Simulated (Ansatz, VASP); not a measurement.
**Li8H7 in VASP and in Ansatz**

```
Li H
1.0
     0.00000    4.00710   -4.00710
     4.00710    4.00710    0.00000
     4.00710    0.00000   -4.00710
Li H
8 7
Direct
  0.50431 0.49569 0.99569
  0.50431 0.00431 0.99569
  0.00000 0.50000 0.00000
  0.99569 0.00431 0.99569
  0.50431 0.49569 0.50431
  0.50000 0.00000 0.50000
  0.99569 0.49569 0.50431
  0.99569 0.00431 0.50431
  0.25000 0.25000 0.25000
  0.75000 0.75000 0.25000
  0.75000 0.25000 0.25000
  0.25000 0.75000 0.75000
  0.25000 0.25000 0.75000
  0.75000 0.75000 0.75000
  0.75000 0.25000 0.75000
```

Change from the starting cell: H vacancy (site b), charge +0, atoms relaxed at the host's cell.

Alike in both runs: functional PBE; k mesh 5 × 5 × 5; occupations gaussian, width 0.01 eV; collinear spin.

Ansatz relaxed the structure, and its values are those at the end. VASP's run is a single point on that final structure, the one shown.

```csv
,VASP,Ansatz
version,VASP 6.6.1,Ansatz 0.2.0
potentials or method,"VASP PAW PBE potentials, release 64 (Li_sv, H), cutoff 520 eV","scalar-relativistic, plane waves, PAW"
valence electrons in the cell,31,31
```

|  | VASP | Ansatz | Ansatz less VASP |
| --- | --- | --- | --- |
| gap on the k mesh at the Fermi level (eV) | none | none | - |
| net moment per atom (μB) | 0.07 | 0.07 | 0.000 |

A gap of «none» marks a metal or a gap that the smearing closes.

Noted on VASP's run: the cutoff is under 1.25 times that of the potentials, so the pressure is a little rough.
